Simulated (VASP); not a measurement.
Set up this calculation in VASP 6.6.1, as the native input.

```
Task                   : single point
Functional             : PBE
Dispersion             : D3(BJ)
Potentials or basis    : VASP PAW PBE potentials, release 64 (Ir)
Cutoff                 : 520 eV
k mesh                 : 6 × 6 × 1
Occupations            : gaussian, width 0.1 eV
Spin                   : no spin polarisation
Dipole correction      : yes
Further INCAR settings : ALGO = Normal; EDIFF = 1e-07; NBANDS = 66
```

The structure of Ir lies in POSCAR:

```
Ir
1.0
    4.7036899471      0.0000000000      0.0000000000
   -2.3518449735      4.0735149857      0.0000000000
    0.0000000000      0.0000000000     23.6520221164
Ir
12
Direct
    0.0000000000      0.3333333333      0.3593773064
    0.3333333333      0.0000000000      0.3593773064
    0.6666666667      0.6666666667      0.3593773064
    0.3333333333      0.3333333333      0.4531257688
    0.6666666667      0.0000000000      0.4531257688
    0.0000000000      0.6666666667      0.4531257688
    0.6666666667      0.3333333333      0.5452046084
    0.0000000000      0.0000000000      0.5452046084
    0.3333333333      0.6666666667      0.5452046084
    0.0000000000      0.3333333333      0.6379891979
    0.3333333333      0.0000000000      0.6379891979
    0.6666666667      0.6666666667      0.6379891979
```

One way to write it, as run:

INCAR

```
SYSTEM = Ir
ALGO = Normal
DIPOL = 0.5 0.5 0.499
EDIFF = 1E-7
ENCUT = 520
GGA = PE
IDIPOL = 3
ISIF = 2
ISMEAR = 0
IVDW = 12
LASPH = .True.
LCHARG = .True.
LDIPOL = .True.
LELF = .True.
LREAL = .False.
LVACPOTAV = .True.
LVHAR = .True.
LWAVE = .False.
NBANDS = 66
NELM = 60
PREC = Accurate
SIGMA = 0.1
```

KPOINTS

```
k-points
0
Gamma
  6 6 1
  0 0 0
```

Potentials or basis: VASP PAW PBE potentials, release 64 (Ir).

The run is started by

```sh
$ cat potpaw_PBE.64/Ir/POTCAR > POTCAR
$ mpirun -np 1 vasp_std > vasp.out
```

It gave:

```yaml
Largest_force: 0.246 eV/Å
Band_gap_on_the_k_mesh: zero (bands 54 and 55 overlap by 0.25 eV)
Dispersion_energy_per_atom: -0.543 eV
```

Caveat: spin-orbit coupling is left out, which moves the levels of the heavy elements.

Run time: 6.6 min on 1 thread of Intel(R) Xeon(R) 6975P-C (Granite Rapids), with other jobs on the host, peak memory 0.57 GiB.
